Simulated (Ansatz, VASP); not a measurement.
## Two plane-wave programs on Si

```
CELL_PARAMETERS angstrom
3.83132 0.00000 0.00000
-1.91566 3.31802 0.00000
0.00000 0.00000 6.33262
ATOMIC_POSITIONS crystal
Si 0.66667 0.33333 0.93699
Si 0.33333 0.66667 0.43699
Si 0.66667 0.33333 0.56301
Si 0.33333 0.66667 0.06301
```

Alike in both runs: task relaxation of cell and atoms; functional LDA; k mesh 8 × 8 × 4; occupations fermi-dirac, width 0.05 eV; no spin polarisation.

```csv
,VASP,Ansatz
version,VASP 6.6.1,Ansatz 0.2.0
potentials or method,"VASP PAW LDA potentials, release 64 (Si)",Ansatz PAW
plane-wave cutoff (eV),600,420
valence electrons in the cell,16,16
```

|  | VASP | Ansatz | Ansatz less VASP |
| --- | --- | --- | --- |
| gap on the k mesh at the Fermi level, each at its own relaxed structure (eV) | 0.27 | 0.27 | +0.001 |
| relaxed volume (Å³/atom) | 19.70 | 19.68 | -0.014 |
| relaxed length of the cell vector where the two differ most in proportion (Å) | 3.804 | 3.802 | -0.0014 |

LDA's correlation is that of Perdew and Zunger in VASP and of Perdew and Wang (1992) in Ansatz.

Noted on Ansatz's run: the plane-wave basis is chosen anew once the cell has moved, so the energies of steps on either side of that aren't comparable.
